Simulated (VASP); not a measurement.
# CdS (I-4m2) in VASP: settings compared

Aim: see how the results for CdS move with the level of theory and the settings. Levels: r2SCAN, PBE. Tasks: single point.

All numbers are computed with VASP 6.6.1; they aren't measurements. Logs are shortened: lines on timing, memory, paths and dates and some standing lists are left out, and cuts for length are marked.

## Step 1: The cell of the first run

It takes space group I-4m2 (No. 119, tetragonal). Conventional cell: a = 4.032 Å, b = 4.032 Å, c = 6.128 Å, α = 90.00°, β = 90.00°, γ = 90.00°. Within 3.3 Å of Cd (site symmetry -4m2) lie 4 S at 2.53 Å. S (site symmetry -4m2) has 4 Cd at 2.53 Å within 3.3 Å.

## Step 2: Single point, r2SCAN (epitaxial xy strain -3.0%)

Input file POSCAR:

```
CdS
1.0
    0.0000000000      2.8510383914      3.0637896351
    2.8510383914      0.0000000000      3.0637896351
    2.8510383914      2.8510383914      0.0000000000
Cd S
1 1
Direct
    0.0000000000      0.0000000000      0.0000000000
    0.2500000000      0.2500000000      0.2500000000
```

Input file INCAR.step1:

```
PREC = Accurate ; ENCUT = 520
ISMEAR = 0 ; SIGMA = 0.01
LREAL = F ; LASPH = T
NELM = 60 ; NBANDS = 16
GGA = PE ; ALGO = Normal
EDIFF = 1E-4 ; LWAVE = T
LCHARG = F
```

Input file INCAR.step2:

```
PREC = Accurate ; ENCUT = 520
EDIFF = 1E-6 ; ISMEAR = 0
SIGMA = 0.01 ; LREAL = F
LASPH = T ; NELM = 60
ALGO = Normal ; ISIF = 2
LWAVE = F ; LCHARG = T
METAGGA = R2SCAN ; LMIXTAU = T
LELF = T ; LVHAR = T
NBANDS = 16 ; ISTART = 1
```

Input file KPOINTS:

```
regular mesh
0
Gamma
  8 8 8
```

Potentials or basis: VASP PAW PBE potentials, release 64 (Cd, S).

The run is started by

```
cat potpaw_PBE.64/Cd/POTCAR potpaw_PBE.64/S/POTCAR > POTCAR
cp INCAR.step1 INCAR
mpirun -np 1 vasp_std > vasp.out
cp INCAR.step2 INCAR
mpirun -np 1 vasp_std > vasp.out
```

OUTCAR:

```text
PREC = Accurate
   ENCUT = 520
   EDIFF = 1E-6
   ISMEAR = 0
   LREAL = F
   LASPH = T
   NELM = 60
   ISIF = 2
   METAGGA = R2SCAN
   ISTART = 1

 ion  position               nearest neighbor table
   1  0.000  0.000  0.000-   2 2.53   2 2.53   2 2.53   2 2.53
   2  0.250  0.250  0.250-   1 2.53   1 2.53   1 2.53   1 2.53

  LATTYP: Found a body centered tetragonal cell.
 ALAT       =     4.0319771600
 C/A-ratio  =     1.5197455311

  Lattice vectors:

 A1 = (  -2.8510383914,   0.0000000000,   3.0637896351)
 A2 = (   2.8510383914,   0.0000000000,   3.0637896351)
 A3 = (   0.0000000000,   2.8510383914,  -3.0637896351)

Analysis of symmetry for initial positions (statically):
=====================================================================
 Subroutine PRICEL returns:
 Original cell was already a primitive cell.

 Routine SETGRP: Setting up the symmetry group for a
 body centered tetragonal supercell.

 Subroutine GETGRP returns: Found  8 space group operations
 (whereof  8 operations were pure point group operations)
 out of a pool of 16 trial point group operations.

The static configuration has the point symmetry D_2d.

Analysis of symmetry for dynamics (positions and initial velocities):
=====================================================================
 Subroutine PRICEL returns:
 Original cell was already a primitive cell.

 Routine SETGRP: Setting up the symmetry group for a
 body centered tetragonal supercell.

 Subroutine GETGRP returns: Found  8 space group operations
 (whereof  8 operations were pure point group operations)
 out of a pool of 16 trial point group operations.

The dynamic configuration has the point symmetry D_2d.

 Subroutine INISYM returns: Found  8 space group operations
 (whereof  8 operations are pure point group operations),
 and found     1 'primitive' translations

----------------------------------------------------------------------------------------

                                     Primitive cell

  volume of cell :      49.8075

  direct lattice vectors                    reciprocal lattice vectors
     0.000000000  2.851038391  3.063789635    -0.175374699  0.175374699  0.163196583
     2.851038391  0.000000000  3.063789635     0.175374699 -0.175374699  0.163196583
     2.851038391  2.851038391  0.000000000     0.175374699  0.175374699 -0.163196583

  length of vectors
     4.185119692  4.185119692  4.031977160     0.296893407  0.296893407  0.296893407

  position of ions in fractional coordinates (direct lattice)
     0.000000000  0.000000000  0.000000000
     0.250000000  0.250000000  0.250000000

  ion indices of the primitive-cell ions
   primitive index   ion index
                 1           1
                 2           2

----------------------------------------------------------------------------------------

 KPOINTS: regular mesh

Automatic generation of k-mesh.
 Grid dimensions read from file:
 generate k-points for:    8    8    8

 Generating k-lattice:

  Cartesian coordinates                     Fractional coordinates (reciprocal lattice)
    -0.021921837  0.021921837  0.020399573     0.125000000  0.000000000  0.000000000
     0.021921837 -0.021921837  0.020399573     0.000000000  0.125000000  0.000000000
     0.021921837  0.021921837 -0.020399573     0.000000000  0.000000000  0.125000000

  Length of vectors
     0.037111676  0.037111676  0.037111676

  Shift w.r.t. Gamma in fractional coordinates (k-lattice)
     0.000000000  0.000000000  0.000000000

 Subroutine IBZKPT returns following result:
 ===========================================

 Found     59 irreducible k-points:

 Following reciprocal coordinates:
            Coordinates               Weight
  0.000000  0.000000  0.000000      1.000000
  0.125000 -0.000000  0.000000      8.000000
  0.250000 -0.000000  0.000000      8.000000
  0.375000 -0.000000  0.000000      8.000000
  0.500000 -0.000000  0.000000      4.000000
  0.125000  0.125000  0.000000      2.000000
[... 16 lines left out ...]
  0.250000 -0.000000  0.125000     16.000000
  0.375000 -0.000000  0.125000     16.000000
 [... further k-points ...]
   k-points           NKPTS =     59   k-points in BZ     NKDIM =     59   number of bands    NBANDS=     16
   number of dos      NEDOS =    301   number of ions     NIONS =      2
   total plane-waves  NPLWV =  30720
   dimension x,y,z NGX =    32 NGY =   32 NGZ =   30
   dimension x,y,z NGXF=    64 NGYF=   64 NGZF=   60
   ions per type =               1   1
   NGX,Y,Z   is equivalent  to a cutoff of  12.71, 12.71, 12.37 a.u.
   NGXF,Y,Z  is equivalent  to a cutoff of  25.42, 25.42, 24.74 a.u.
 SYSTEM =  unknown system
   PREC   = accura    normal or accurate (medium, high low for compatibility)
   ISTART =      1    job   : 0-new  1-cont  2-samecut
   ICHARG =      0    charge: 1-file 2-atom 10-const
   ISPIN  =      1    spin polarized calculation?
   LNONCOLLINEAR =      F non collinear calculations
   LSORBIT =      F    spin-orbit coupling
   LASPH  =      T    aspherical Exc in radial PAW
   ENCUT  =  520.0 eV  38.22 Ry    6.18 a.u.   7.78  7.78  7.50*2*pi/ulx,y,z
   NELM   =     60;   NELMIN=  2; NELMDL=  0     # of ELM steps
   EDIFF  = 0.1E-05   stopping-criterion for ELM
   LREAL  =      F    real-space projection
   EDIFFG = 0.1E-04   stopping-criterion for IOM
   NSW    =      0    number of steps for IOM
   IBRION =     -1    ionic relax: 0-MD 1-quasi-New 2-CG
   NFREE  =      0    steps in history (QN), initial steepest desc. (CG)
   ISIF   =      2    stress and relaxation
   ISYM   =      2    0-nonsym 1-usesym 2-fastsym
   POTIM  = 0.5000    time-step for ionic-motion
   TEBEG  =    0.0;   TEEND  =   0.0 temperature during run
   PSTRESS=    0.0 pullay stress
   NELECT =      18.0000    total number of electrons
   NUPDOWN=      -1.0000    fix difference up-down
   EMIN   =  10.00;   EMAX   =-10.00  energy-range for DOS
   EFERMI =   0.00;   METHOD = LEGACY
   ISMEAR =     0;   SIGMA  =   0.01  broadening in eV -4-tet -1-fermi 0-gaus
   EFERMI_NEDOS =   21; number of points for ismear=-14 and -15
   IALGO  =     38    algorithm
   IMIX   =      4    mixing-type and parameters
     AMIX     =   0.40;   BMIX     =  1.00
     AMIX_MAG =   1.60;   BMIX_MAG =  1.00
  volume/ion in A,a.u.               =      24.90       168.06
  Fermi-wavevector in a.u.,A,eV,Ry     =   1.166095  2.203600 18.500900  1.359778
  Thomas-Fermi vector in A             =   2.302613
   LORBIT       =      0    0 simple, 1 ext, 2 COOP (PROOUT), +10 PAW based schemes
   METAGGA = R2SCAN    functional components
   LHFCALC =     F    Hartree Fock is set to
   AEXX    =    0.0000 exact exchange contribution
   IVDW    =     0    specifies the selected vdW correction
   LEPSILON=     F    determine dielectric tensor
   LRPA    =     F    only Hartree local field effects (RPA)
 non-spin polarized calculation
 Gauss-broadening in eV      SIGMA  =   0.01
  energy-cutoff  :      520.00
  volume of cell :       49.81
 maximum number of plane-waves:      1362
   NGX = 15   NGY = 15   NGZ = 15

 number of electron      18.0000003 magnetization

 Free energy of the ion-electron system (eV)
  ---------------------------------------------------
  ext. energy  EPLUGINS =         0.00000000
  ---------------------------------------------------
  free energy    TOTEN  =       -29.66996224 eV

  energy without entropy =      -29.66996224  energy(sigma->0) =      -29.66996224

 E-fermi :   1.1997     XC(G=0):  -9.7181

 val. band max:        1.0911169437   @ k =   0.0000   0.0000   0.0000
 cond. band min:       2.5836772437   @ k =   0.0000   0.0000   0.0000
 fundamental gap:      1.4925602999
 Fermi energy:         1.1997011143

 k-point     1 :       0.0000    0.0000    0.0000
  band No.  band energies     occupation
      1     -11.8250      2.00000
      2      -6.9657      2.00000
      3      -6.9160      2.00000
      4      -6.9160      2.00000
      5      -6.4444      2.00000
      6      -6.4210      2.00000
[... 8 lines left out ...]
     15      13.0502      0.00000
     16      13.5414      0.00000

 k-point     2 :       0.1250   -0.0000    0.0000
  band No.  band energies     occupation
      1     -11.7623      2.00000
      2      -6.9350      2.00000
      3      -6.8926      2.00000
      4      -6.8681      2.00000
      5      -6.4415      2.00000
      6      -6.4248      2.00000
[... 8 lines left out ...]
     15      12.7887      0.00000
     16      13.6046      0.00000

 k-point     3 :       0.2500   -0.0000    0.0000
  band No.  band energies     occupation
      1     -11.6101      2.00000
      2      -6.8810      2.00000
      3      -6.8401      2.00000
      4      -6.6778      2.00000
      5      -6.4279      2.00000
      6      -6.4232      2.00000
[... 8 lines left out ...]
     15      12.3289      0.00000
     16      12.9910      0.00000

 k-point     4 :       0.3750   -0.0000    0.0000
  band No.  band energies     occupation
      1     -11.4578      2.00000
      2      -6.8441      2.00000
      3      -6.7966      2.00000
      4      -6.4193      2.00000
      5      -6.4132      2.00000
      6      -6.2977      2.00000
[... 8 lines left out ...]
     15      13.0316      0.00000
     16      13.3254      0.00000

 k-point     5 :       0.5000   -0.0000    0.0000
  band No.  band energies     occupation
      1     -11.3952      2.00000
      2      -6.8333      2.00000
      3      -6.7822      2.00000
      4      -6.4112      2.00000
      5      -6.3833      2.00000
      6      -6.0545      2.00000
[... 8 lines left out ...]
     15      14.0061      0.00000
     16      14.3075      0.00000

 k-point     6 :       0.1250    0.1250    0.0000
  band No.  band energies     occupation
      1     -11.7479      2.00000
      2      -6.9159      2.00000
      3      -6.8713      2.00000
      4      -6.8713      2.00000
      5      -6.4621      2.00000
      6      -6.4112      2.00000
[... 8 lines left out ...]
     15      13.6211      0.00000
     16      14.0491      0.00000

 k-point     7 :       0.2500    0.1250    0.0000
  band No.  band energies     occupation
      1     -11.6301      2.00000
      2      -6.8662      2.00000
      3      -6.8169      2.00000
      4      -6.7415      2.00000
      5      -6.4668      2.00000
      6      -6.4048      2.00000
[... 8 lines left out ...]
     15      13.2930      0.00000
     16      14.4099      0.00000

 k-point     8 :       0.3750    0.1250    0.0000
  band No.  band energies     occupation
      1     -11.4780      2.00000
      2      -6.8309      2.00000
      3      -6.7680      2.00000
      4      -6.4780      2.00000
      5      -6.4007      2.00000
      6      -6.3928      2.00000
[... 8 lines left out ...]
     15      13.5688      0.00000
     16      13.6500      0.00000

 k-point     9 :       0.5000    0.1250    0.0000
  band No.  band energies     occupation
      1     -11.3816      2.00000
      2      -6.8158      2.00000
      3      -6.7507      2.00000
      4      -6.4163      2.00000
      5      -6.4063      2.00000
      6      -6.0625      2.00000
[... 8 lines left out ...]
     15      13.8064      0.00000
     16      14.1006      0.00000
[... 172 lines left out ...]
 k-point    19 :       0.5000    0.3750    0.0000
  band No.  band energies     occupation
      1     -11.3092      2.00000
      2      -6.6881      2.00000
      3      -6.5994      2.00000
      4      -6.5642      2.00000
      5      -6.3678      2.00000
      6      -6.0817      2.00000
[... 8 lines left out ...]
     15      14.5036      0.00000
     16      15.3438      0.00000

 k-point    20 :      -0.3750    0.3750    0.0000
  band No.  band energies     occupation
      1     -11.2931      2.00000
      2      -6.7284      2.00000
      3      -6.6232      2.00000
      4      -6.5015      2.00000
      5      -6.3976      2.00000
      6      -5.9094      2.00000
[... 8 lines left out ...]
     15      13.8277      0.00000
     16      15.7649      0.00000

 k-point    21 :       0.5000    0.5000    0.0000
  band No.  band energies     occupation
      1     -11.2927      2.00000
      2      -6.6667      2.00000
      3      -6.5708      2.00000
      4      -6.5707      2.00000
      5      -6.3538      2.00000
      6      -6.0889      2.00000
[... 8 lines left out ...]
     15      14.2081      0.00000
     16      15.2520      0.00000

 k-point    22 :       0.1250    0.0000    0.1250
  band No.  band energies     occupation
      1     -11.7384      2.00000
      2      -6.9206      2.00000
      3      -6.8719      2.00000
      4      -6.8710      2.00000
      5      -6.4411      2.00000
      6      -6.4230      2.00000
[... 8 lines left out ...]
     15      12.6405      0.00000
     16      14.4052      0.00000

 k-point    23 :       0.2500   -0.0000    0.1250
  band No.  band energies     occupation
      1     -11.6143      2.00000
      2      -6.8713      2.00000
      3      -6.8266      2.00000
      4      -6.7405      2.00000
      5      -6.4415      2.00000
      6      -6.4046      2.00000
[... 8 lines left out ...]
     15      12.6662      0.00000
     16      14.3551      0.00000

 k-point    24 :       0.3750   -0.0000    0.1250
  band No.  band energies     occupation
      1     -11.4631      2.00000
      2      -6.8284      2.00000
      3      -6.7794      2.00000
      4      -6.5299      2.00000
      5      -6.4023      2.00000
      6      -6.3101      2.00000
[... 8 lines left out ...]
     15      13.3263      0.00000
     16      14.0343      0.00000

 [... further k-points ...]

------------------------ aborting loop because EDIFF is reached ----------------------------------------

  FORCE on cell =-STRESS in cart. coord.  units (eV):
  Direction    XX          YY          ZZ          XY          YZ          ZX
  --------------------------------------------------------------------------------------
  -------------------------------------------------------------------------------------
  Total        0.5823292      0.5823292      0.1213984      0.0000000     -0.0000000      0.0000000
  in kB       18.7319971     18.7319971      3.9050653      0.0000000     -0.0000000      0.0000000
  external PRESSURE =      13.7896865 kB  Pullay stress =       0.0000000 kB

 VOLUME and BASIS-vectors are now :
 -----------------------------------------------------------------------------
  energy-cutoff  :      520.00
  volume of cell :       49.81
      direct lattice vectors                 reciprocal lattice vectors
     0.000000000  2.851038391  3.063789635    -0.175374699  0.175374699  0.163196583
     2.851038391  0.000000000  3.063789635     0.175374699 -0.175374699  0.163196583
     2.851038391  2.851038391  0.000000000     0.175374699  0.175374699 -0.163196583

 POSITION                                       TOTAL-FORCE (eV/Angst)
 -----------------------------------------------------------------------------------
      0.00000      0.00000      0.00000         0.000000      0.000000     -0.000000
      1.42552      1.42552      1.53189        -0.000000     -0.000000      0.000000
 -----------------------------------------------------------------------------------
    total drift:                               -0.000025     -0.000025     -0.000052

  FREE ENERGIE OF THE ION-ELECTRON SYSTEM (eV)
  ---------------------------------------------------
  free  energy   TOTEN  =       -29.6699622356 eV

  energy  without entropy=      -29.6699622356  energy(sigma->0) =      -29.66996224
```

Run time: 77 s. Hardware: 1 thread of Intel Xeon Platinum 8559C (Emerald Rapids), shared host; peak memory 0.21 GiB.

Results:

| Item | Value |
| --- | --- |
| Free energy | -29.6700 eV |
| Pressure | 1.4 GPa |
| Band gap on the k mesh | 1.49 eV, direct |

Caveat: the cell differs from its parent crystal (epitaxial xy strain -3.0%); the PAW data sets were made with another functional, which shifts forces and pressure a little.

## Step 3: Single point, PBE (epitaxial xy strain -3.0%)

Input file INCAR:

```
SYSTEM = CdS
PREC = Accurate
ENCUT = 520
EDIFF = 1E-7
ISMEAR = 0
SIGMA = 0.01
LREAL = .FALSE.
LASPH = .TRUE.
NELM = 100
ALGO = Normal
ISIF = 2
LWAVE = .FALSE.
LCHARG = .FALSE.
GGA = PE
NBANDS = 16
```

Input file KPOINTS:

```
Automatic mesh
0
G
  4 4 4
  0 0 0
```

POSCAR is that of step 2.

Potentials or basis: VASP PAW PBE potentials, release 64 (Cd, S).

The run is started by

```
cat potpaw_PBE.64/Cd/POTCAR potpaw_PBE.64/S/POTCAR > POTCAR
mpirun -np 1 vasp_std > vasp.out
```

Wall time 18 s (1 thread of Intel Xeon 6975P-C, shared host); peak memory 0.17 GiB.

It converged, with:

* Free energy: -6.0816 eV
* Pressure: 3.0 GPa
* Band gap on the k mesh: 1.04 eV, direct

Stress tensor (GPa, compression positive):
```
3.44 0.00 0.00
0.00 3.44 0.00
0.00 0.00 1.98
```

Levels at points of the mesh, in eV from the valence-band top:
```csv
k point,band 6,band 7,band 8,band 9,band 10,band 11,band 12,band 13
"(0.00, 0.00, 0.00)",-7.33,-0.25,0.00,0.00,1.04,6.48,6.49,6.49
"(0.50, 0.00, 0.00)",-6.96,-4.44,-0.97,-0.67,2.87,6.71,7.21,7.41
"(0.50, 0.50, 0.00)",-7.00,-4.30,-1.74,-1.74,3.67,4.65,8.66,10.78
"(0.50, 0.00, 0.50)",-6.85,-3.86,-2.08,-1.96,3.39,4.07,9.36,10.15
```

Caveat: the k points lie up to 0.47 Å⁻¹ apart; the cell differs from its parent crystal (epitaxial xy strain -3.0%).

(Part 1 of 2 ends here.)
